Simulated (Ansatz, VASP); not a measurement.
## Ge in VASP and in Ansatz

```xyz
2
Lattice="-2.5745 2.5745 1.3974 2.5745 -2.5745 1.3974 2.5745 2.5745 -1.3974" Properties=species:S:1:pos:R:3 pbc="T T T"
Ge    0.0000    0.0000    1.3974
Ge    2.5745    0.0000    0.6987
```

Alike in both runs: task single point; functional PBE; k mesh 11 × 11 × 11; occupations gaussian, width 0.026 eV; no spin polarisation.

|  | VASP | Ansatz |
| --- | --- | --- |
| version | VASP 6.6.1 | Ansatz 0.2.0 |
| potentials or method | VASP PAW PBE potentials, release 64 (Ge_d), cutoff 520 eV | all-electron LAPW, scalar-relativistic |

Ansatz gave:

* gap on the k mesh at the Fermi level (eV): none
* pressure (GPa): 3.2
* traceless stress, the component that is largest in VASP (GPa): 0.28

Q: Which values does VASP return?

A: gap on the k mesh at the Fermi level (eV): none; pressure (GPa): 3.1; traceless stress, the component that is largest in VASP (GPa): 0.28.

A gap of «none» marks a metal or a gap that the smearing closes. Ansatz ran all-electron here, and VASP with PAW potentials.
